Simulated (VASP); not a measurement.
Write the native input for VASP 6.6.1 that does the following.

* Task: single point
* Functional: PBE
* Dispersion: D3(BJ)
* Potentials or basis: VASP PAW PBE potentials, release 64 (Si)
* Cutoff: 500 eV
* k mesh: 8 × 8 × 8
* Occupations: gaussian, width 0.1 eV
* Spin: no spin polarisation
* Dipole correction: no
* Further INCAR settings: ALGO = Normal; EDIFF = 1e-06; NBANDS = 8

The structure of Si lies in POSCAR:

```
Si
1.0
    1.5650000000      1.5650000000      1.5650000000
   -1.5650000000      1.5650000000      1.5650000000
   -1.5650000000     -1.5650000000      1.5650000000
Si
1
Direct
    0.0000000000      0.0000000000      0.0000000000
```

The input as run:

INCAR

```
SYSTEM = Si
ALGO = Normal
EDIFF = 1E-6
ENCUT = 500
GGA = PE
GGA_COMPAT = .False.
ISIF = 2
ISMEAR = 0
IVDW = 12
LASPH = .True.
LCHARG = .False.
LREAL = .False.
LWAVE = .False.
NBANDS = 8
NELM = 120
PREC = Accurate
SIGMA = 0.1
```

KPOINTS

```
k-points
0
Gamma
  8 8 8
  0 0 0
```

Potentials or basis: VASP PAW PBE potentials, release 64 (Si).

Run with:

```console
$ cat potpaw_PBE.64/Si/POTCAR > POTCAR
$ mpirun -np 1 vasp_std > vasp.out
```

Results of the run:

The pressure is -8.8 GPa, the band gap on the k mesh is zero (band 2 reaches 20.09 eV, above the bottom of band 3 at 5.70 eV) and the dispersion energy per atom is -0.403 eV.

Caveat: three body term missing; pairwise dispersion overbinds metals, which lowers pressure and volume.

Wall time 4 s on 1 thread of Intel Xeon 8259CL, on a shared host, peak memory 0.13 GiB.
